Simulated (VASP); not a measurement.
# TiO2 (C2/c) in VASP: single point with PBE

Aim: the single point of TiO2 with PBE.

All numbers are computed with VASP 6.6.1; they aren't measurements. Logs are shortened: lines on timing, memory, paths and dates and some standing lists are left out, and cuts for length are marked.

## Step 1: The cell of the first run

It takes space group C2/c (No. 15, monoclinic). Conventional cell: a = 5.412 Å, b = 5.413 Å, c = 5.472 Å, α = 90.00°, β = 118.77°, γ = 90.00°. Within 2.6 Å of Ti (site symmetry 2) lie 6 O at 1.93 to 2.00 Å. Within 2.6 Å of O (site symmetry 1) lie 3 Ti at 1.93 to 2.00 Å and 2 O at 2.50 Å.

## Step 2: Single point, PBE

Contents of INCAR:

```
SYSTEM = TiO2
PREC = Accurate
ENCUT = 520
EDIFF = 1E-7
ISMEAR = 0
SIGMA = 0.02
LREAL = .False.
LASPH = .True.
NELM = 60
ALGO = Normal
ISIF = 2
LWAVE = .False.
LCHARG = .False.
GGA = PE
NBANDS = 33
```

Contents of KPOINTS:

```
regular mesh
0
Gamma
  8 8 6
  0 0 0
```

Contents of POSCAR:

```
TiO2
1.0
    2.7060340000     -2.7066550000      0.0000000000
    2.7060340000      2.7066550000      0.0000000000
   -2.6335310000      0.0000000000      4.7966370000
Ti O
2 4
Direct
    0.1341100000      0.8658900000      0.2500000000
    0.8658900000      0.1341100000      0.7500000000
    0.3312210000      0.0887550000      0.6671490000
    0.6687790000      0.9112450000      0.3328510000
    0.9112450000      0.6687790000      0.8328510000
    0.0887550000      0.3312210000      0.1671490000
```

Potentials or basis: VASP PAW PBE potentials, release 64 (Ti_sv, O).

Command:

```console
$ cat potpaw_PBE.64/Ti_sv/POTCAR potpaw_PBE.64/O/POTCAR > POTCAR
$ mpirun -np 1 vasp_std > vasp.out
```

OUTCAR:

```text
SYSTEM = TiO2
   PREC = Accurate
   ENCUT = 520
   EDIFF = 1E-7
   ISMEAR = 0
   LREAL = .False.
   LASPH = .True.
   NELM = 60
   ISIF = 2
   GGA = PE

 ion  position               nearest neighbor table
   1  0.134  0.866  0.250-   4 1.93   6 1.93   6 1.98   4 1.98   3 2.00   5 2.00
   2  0.866  0.134  0.750-   5 1.93   3 1.93   5 1.98   3 1.98   6 2.00   4 2.00
   3  0.331  0.089  0.667-   2 1.93   2 1.98   1 2.00
   4  0.669  0.911  0.333-   1 1.93   1 1.98   2 2.00
   5  0.911  0.669  0.833-   2 1.93   2 1.98   1 2.00
   6  0.089  0.331  0.167-   1 1.93   1 1.98   2 2.00

  LATTYP: Found a base centered monoclinic cell.
 ALAT       =     5.4120680000
 B/A-ratio  =     1.0002294871
 C/A-ratio  =     1.0110809974
 COS(beta)  =    -0.4812705001

  Lattice vectors:

 A1 = (   2.7060340000,  -2.7066550000,   0.0000000000)
 A2 = (   2.7060340000,   2.7066550000,   0.0000000000)
 A3 = (  -2.6335310000,   0.0000000000,   4.7966370000)

Analysis of symmetry for initial positions (statically):
=====================================================================
 Subroutine PRICEL returns:
 Original cell was already a primitive cell.

 Routine SETGRP: Setting up the symmetry group for a
 base centered monoclinic supercell.

 Subroutine GETGRP returns: Found  4 space group operations
 (whereof  2 operations were pure point group operations)
 out of a pool of  4 trial point group operations.

The static configuration has the point symmetry S_2 .
 The point group associated with its full space group is C_2h.

Analysis of symmetry for dynamics (positions and initial velocities):
=====================================================================
 Subroutine PRICEL returns:
 Original cell was already a primitive cell.

 Routine SETGRP: Setting up the symmetry group for a
 base centered monoclinic supercell.

 Subroutine GETGRP returns: Found  4 space group operations
 (whereof  2 operations were pure point group operations)
 out of a pool of  4 trial point group operations.

The dynamic configuration has the point symmetry S_2 .
 The point group associated with its full space group is C_2h.

 Subroutine INISYM returns: Found  4 space group operations
 (whereof  2 operations are pure point group operations),
 and found     1 'primitive' translations

----------------------------------------------------------------------------------------

                                     Primitive cell

  volume of cell :      70.2640

  direct lattice vectors                    reciprocal lattice vectors
     2.706034000 -2.706655000  0.000000000     0.184772253 -0.184729860  0.101446796
     2.706034000  2.706655000  0.000000000     0.184772253  0.184729860  0.101446796
    -2.633531000  0.000000000  4.796637000     0.000000000  0.000000000  0.208479399

  length of vectors
     3.827349122  3.827349122  5.472039111     0.280280858  0.280280858  0.208479399

  position of ions in fractional coordinates (direct lattice)
     0.134110000  0.865890000  0.250000000
     0.865890000  0.134110000  0.750000000
     0.331221000  0.088755000  0.667149000
     0.668779000  0.911245000  0.332851000
     0.911245000  0.668779000  0.832851000
     0.088755000  0.331221000  0.167149000

  ion indices of the primitive-cell ions
   primitive index   ion index
                 1           1
                 2           2
                 3           3
                 4           4
                 5           5
                 6           6

----------------------------------------------------------------------------------------

 KPOINTS: regular mesh

Automatic generation of k-mesh.
 Grid dimensions read from file:
 generate k-points for:    8    8    6

 Generating k-lattice:

  Cartesian coordinates                     Fractional coordinates (reciprocal lattice)
     0.023096532 -0.023091233  0.012680850     0.125000000  0.000000000  0.000000000
     0.023096532  0.023091233  0.012680850     0.000000000  0.125000000  0.000000000
     0.000000000  0.000000000  0.034746567     0.000000000  0.000000000  0.166666667

  Length of vectors
     0.035035107  0.035035107  0.034746567

  Shift w.r.t. Gamma in fractional coordinates (k-lattice)
     0.000000000  0.000000000  0.000000000

 Subroutine IBZKPT returns following result:
 ===========================================

 Found    114 irreducible k-points:

 Following reciprocal coordinates:
            Coordinates               Weight
  0.000000  0.000000  0.000000      1.000000
  0.125000  0.000000  0.000000      4.000000
  0.250000  0.000000  0.000000      4.000000
  0.375000  0.000000  0.000000      4.000000
  0.500000  0.000000  0.000000      2.000000
  0.125000  0.125000  0.000000      2.000000
[... 16 lines left out ...]
  0.125000  0.000000  0.166667      4.000000
  0.250000  0.000000  0.166667      4.000000
 [... further k-points ...]
   k-points           NKPTS =    114   k-points in BZ     NKDIM =    114   number of bands    NBANDS=     33
   number of dos      NEDOS =    301   number of ions     NIONS =      6
   total plane-waves  NPLWV =  32928
   dimension x,y,z NGX =    28 NGY =   28 NGZ =   42
   dimension x,y,z NGXF=    56 NGYF=   56 NGZF=   84
   ions per type =               2   4
   NGX,Y,Z   is equivalent  to a cutoff of  12.16, 12.16, 12.76 a.u.
   NGXF,Y,Z  is equivalent  to a cutoff of  24.32, 24.32, 25.52 a.u.
 SYSTEM =  TiO2
   PREC   = accura    normal or accurate (medium, high low for compatibility)
   ISTART =      0    job   : 0-new  1-cont  2-samecut
   ICHARG =      2    charge: 1-file 2-atom 10-const
   ISPIN  =      1    spin polarized calculation?
   LNONCOLLINEAR =      F non collinear calculations
   LSORBIT =      F    spin-orbit coupling
   LASPH  =      T    aspherical Exc in radial PAW
   ENCUT  =  520.0 eV  38.22 Ry    6.18 a.u.   7.12  7.12 10.17*2*pi/ulx,y,z
   NELM   =     60;   NELMIN=  2; NELMDL= -5     # of ELM steps
   EDIFF  = 0.1E-06   stopping-criterion for ELM
   LREAL  =      F    real-space projection
   EDIFFG = 0.1E-05   stopping-criterion for IOM
   NSW    =      0    number of steps for IOM
   IBRION =     -1    ionic relax: 0-MD 1-quasi-New 2-CG
   NFREE  =      0    steps in history (QN), initial steepest desc. (CG)
   ISIF   =      2    stress and relaxation
   ISYM   =      2    0-nonsym 1-usesym 2-fastsym
   POTIM  = 0.5000    time-step for ionic-motion
   TEBEG  =    0.0;   TEEND  =   0.0 temperature during run
   PSTRESS=    0.0 pullay stress
   NELECT =      48.0000    total number of electrons
   NUPDOWN=      -1.0000    fix difference up-down
   EMIN   =  10.00;   EMAX   =-10.00  energy-range for DOS
   EFERMI =   0.00;   METHOD = LEGACY
   ISMEAR =     0;   SIGMA  =   0.02  broadening in eV -4-tet -1-fermi 0-gaus
   EFERMI_NEDOS =   21; number of points for ismear=-14 and -15
   IALGO  =     38    algorithm
   IMIX   =      4    mixing-type and parameters
     AMIX     =   0.40;   BMIX     =  1.00
     AMIX_MAG =   1.60;   BMIX_MAG =  1.00
  volume/ion in A,a.u.               =      11.71        79.03
  Fermi-wavevector in a.u.,A,eV,Ry     =   1.441820  2.724644 28.284385  2.078844
  Thomas-Fermi vector in A             =   2.560409
   LORBIT       =      0    0 simple, 1 ext, 2 COOP (PROOUT), +10 PAW based schemes
   GGA     = PE    functional components
   LHFCALC =     F    Hartree Fock is set to
   AEXX    =    0.0000 exact exchange contribution
   IVDW    =     0    specifies the selected vdW correction
   LEPSILON=     F    determine dielectric tensor
   LRPA    =     F    only Hartree local field effects (RPA)
 non-spin polarized calculation
 Gauss-broadening in eV      SIGMA  =   0.02
  energy-cutoff  :      520.00
  volume of cell :       70.26
 maximum number of plane-waves:      1908
   NGX = 15   NGY = 15   NGZ = 21

 number of electron      47.9999994 magnetization

 Free energy of the ion-electron system (eV)
  ---------------------------------------------------
  ext. energy  EPLUGINS =         0.00000000
  ---------------------------------------------------
  free energy    TOTEN  =       -53.85465906 eV

  energy without entropy =      -53.85465906  energy(sigma->0) =      -53.85465906

 E-fermi :   3.2863     XC(G=0): -10.5826

 val. band max:        3.1076691961   @ k =   0.5000   0.5000   0.0000
 cond. band min:       5.1593600871   @ k =   0.0000   0.0000   0.0000
 fundamental gap:      2.0516908910
 Fermi energy:         3.2862995498

 k-point     1 :       0.0000    0.0000    0.0000
  band No.  band energies     occupation
      1     -53.3942      2.00000
      2     -53.3415      2.00000
      3     -29.8173      2.00000
      4     -29.6017      2.00000
      5     -29.6011      2.00000
      6     -29.5409      2.00000
[... 25 lines left out ...]
     32       8.1651      0.00000
     33       8.1657      0.00000

 k-point     2 :       0.1250    0.0000    0.0000
  band No.  band energies     occupation
      1     -53.3923      2.00000
      2     -53.3428      2.00000
      3     -29.8122      2.00000
      4     -29.6187      2.00000
      5     -29.6029      2.00000
      6     -29.5459      2.00000
[... 25 lines left out ...]
     32       8.2884      0.00000
     33       8.5796      0.00000

 k-point     3 :       0.2500    0.0000    0.0000
  band No.  band energies     occupation
      1     -53.3873      2.00000
      2     -53.3465      2.00000
      3     -29.7995      2.00000
      4     -29.6584      2.00000
      5     -29.6063      2.00000
      6     -29.5599      2.00000
[... 25 lines left out ...]
     32       8.6418      0.00000
     33       9.0887      0.00000

 k-point     4 :       0.3750    0.0000    0.0000
  band No.  band energies     occupation
      1     -53.3810      2.00000
      2     -53.3515      2.00000
      3     -29.7850      2.00000
      4     -29.6990      2.00000
      5     -29.6093      2.00000
      6     -29.5697      2.00000
[... 673 lines left out ...]
     32       8.1014      0.00000
     33       8.2254      0.00000

 k-point    23 :       0.1250    0.0000    0.1667
  band No.  band energies     occupation
      1     -53.3863      2.00000
      2     -53.3489      2.00000
      3     -29.7724      2.00000
      4     -29.6306      2.00000
      5     -29.6117      2.00000
      6     -29.5364      2.00000
[... 25 lines left out ...]
     32       8.4176      0.00000
     33       8.5312      0.00000

 k-point    24 :       0.2500    0.0000    0.1667
  band No.  band energies     occupation
      1     -53.3800      2.00000
      2     -53.3538      2.00000
      3     -29.7546      2.00000
      4     -29.6750      2.00000
      5     -29.6137      2.00000
      6     -29.5568      2.00000
[... 25 lines left out ...]
     32       8.7376      0.00000
     33       8.9360      0.00000

 [... further k-points ...]
[... 5 lines left out ...]
  --------------------------------------------------------------------------------------
  -------------------------------------------------------------------------------------
  Total       -0.5303231     -0.5462464     -0.2598570      0.0000000      0.0000000     -0.1017932
  in kB      -12.0925576    -12.4556434     -5.9253232      0.0000000      0.0000000     -2.3211143
  external PRESSURE =     -10.1578414 kB  Pullay stress =       0.0000000 kB

 VOLUME and BASIS-vectors are now :
 -----------------------------------------------------------------------------
  energy-cutoff  :      520.00
  volume of cell :       70.26
      direct lattice vectors                 reciprocal lattice vectors
     2.706034000 -2.706655000  0.000000000     0.184772253 -0.184729860  0.101446796
     2.706034000  2.706655000  0.000000000     0.184772253  0.184729860  0.101446796
    -2.633531000  0.000000000  4.796637000     0.000000000  0.000000000  0.208479399

 POSITION                                       TOTAL-FORCE (eV/Angst)
 -----------------------------------------------------------------------------------
      2.04765      1.98068      1.19916         0.000000      0.062825      0.000000
      0.73089     -1.98068      3.59748        -0.000000     -0.062825      0.000000
     -0.62049     -0.65627      3.20007         0.001308     -0.026532     -0.101935
      3.39903      0.65627      1.59657        -0.001308      0.026532      0.101935
      2.08226     -0.65627      3.99488        -0.001308     -0.026532      0.101935
      0.69628      0.65627      0.80175         0.001308      0.026532     -0.101935
 -----------------------------------------------------------------------------------
    total drift:                               -0.000000      0.000000     -0.000000

  FREE ENERGIE OF THE ION-ELECTRON SYSTEM (eV)
  ---------------------------------------------------
  free  energy   TOTEN  =       -53.8546590574 eV

  energy  without entropy=      -53.8546590574  energy(sigma->0) =      -53.85465906
```

Wall time 6.9 min (1 thread of Intel Xeon 6975P-C, shared host); peak memory 0.32 GiB.

Results:

* Free energy: -53.8547 eV
* Pressure: -1.0 GPa
* Largest force: 0.105 eV/Å
* Band gap on the k mesh: 2.05 eV, indirect (least direct gap 2.39 eV)

Forces on the atoms (eV/Å):
```
Ti   0.000  0.063  0.000
Ti   0.000 -0.063  0.000
O    0.001 -0.027 -0.102
O   -0.001  0.027  0.102
O   -0.001 -0.027  0.102
O    0.001  0.027 -0.102
```

Stress tensor (GPa, compression positive):
```
-1.21  0.00 -0.23
 0.00 -1.25  0.00
-0.23  0.00 -0.59
```

A k mesh can miss the band edges. As with any semilocal functional, this PBE gap is likely too small.
